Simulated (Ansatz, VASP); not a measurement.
# Cd7S: VASP beside Ansatz

```
Cd S
1.0
     5.95986    0.00000    0.00000
    -2.97993    5.16139    0.00000
     0.00000    0.00000    5.89690
Cd S
7 1
Direct
  0.49984 0.99968 0.00000
  0.49984 0.50016 0.00000
  0.00032 0.50016 0.00000
  0.32988 0.16494 0.50000
  0.83506 0.16494 0.50000
  0.83506 0.67012 0.50000
  0.33333 0.66667 0.50000
  0.00000 0.00000 0.00000
```

Change from the starting cell: species swapped into the Mg7Sn type (P-6m2, No. 187).

Alike in both runs: functional PBE; k mesh 3 × 3 × 3; occupations gaussian, width 0.2 eV; no spin polarisation.

Ansatz relaxed the structure, and its values are those at the end. VASP's run is a single point on that final structure, the one shown.

|  | VASP | Ansatz |
| --- | --- | --- |
| version | VASP 6.6.1 | Ansatz 0.2.0 |
| potentials or method | VASP PAW PBE potentials, release 64 (Cd, S), cutoff 520 eV | scalar-relativistic, plane waves, PAW |
| valence electrons in the cell | 90 | 146 |

|  | VASP | Ansatz | Ansatz less VASP |
| --- | --- | --- | --- |
| gap on the k mesh at the Fermi level (eV) | none | none | - |
| pressure (GPa) | 0.2 | 0.0 | -0.26 |
| rms of the force components (eV/Å) | 0.007 | 0.008 | +0.0017 |

A gap of «none» marks a metal or a gap that the smearing closes. VASP's potentials hold 90 valence electrons a cell and Ansatz's 146, so a difference there can come from the potentials and not from the codes.

The k mesh is coarse, so the values compare programs but aren't converged.
